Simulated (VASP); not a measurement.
Write the native input for VASP 6.6.1 that does the following.

| Quantity | Value |
| --- | --- |
| Task | single point |
| Functional | BLYP |
| Potentials or basis | VASP PAW PBE potentials, release 64 (Pt) |
| Cutoff | 520 eV |
| k mesh | 14 × 14 × 10 |
| Occupations | fermi-dirac, width 0.1 eV |
| Spin | no spin polarisation |
| Dipole correction | no |
| Further INCAR settings | ALGO = Normal; EDIFF = 1e-07; NBANDS = 17 |

The structure of Pt lies in POSCAR:

```
Pt
1.0
   -2.3848773322      2.7663018820      1.4146522958
    2.7663018820     -2.3848773322      1.4146522958
    2.6469472134      2.6469472134     -0.7160725344
Pt
2
Direct
    0.0134122132      0.9865877868      1.0000000000
    0.7365877868      0.2634122132      0.5000000000
```

One way to write it, as run:

INCAR

```
SYSTEM = Pt
AGGAC = 1.0
AGGAX = 1.0
ALDAC = 0.0
ALDAX = 1.0
ALGO = Normal
EDIFF = 1E-7
ENCUT = 520
GGA = B5
ISIF = 2
ISMEAR = -1
LASPH = .True.
LCHARG = .False.
LREAL = .False.
LWAVE = .False.
NBANDS = 17
NELM = 100
PREC = Accurate
SIGMA = 0.1
```

KPOINTS

```
k-points
0
Gamma
  14 14 10
  0 0 0
```

Potentials or basis: VASP PAW PBE potentials, release 64 (Pt).

Launch:

```bash
$ cat potpaw_PBE.64/Pt/POTCAR > POTCAR
$ mpirun -np 1 vasp_std > vasp.out
```

Results of the run:

| Quantity | Value |
| --- | --- |
| Pressure | -14.1 GPa |
| Largest force | 0.016 eV/Å |
| Band gap on the k mesh | zero (bands 10 and 11 overlap by 0.94 eV) |

Caveat: the cell stands under tension; the PAW data sets were made with another functional, which shifts forces and pressure a little; spin-orbit coupling is left out, which moves the levels of the heavy elements.

Run time: 8 min on 1 thread of Oxide Virtual Turin-like Processor (shared host), peak memory 0.38 GiB.
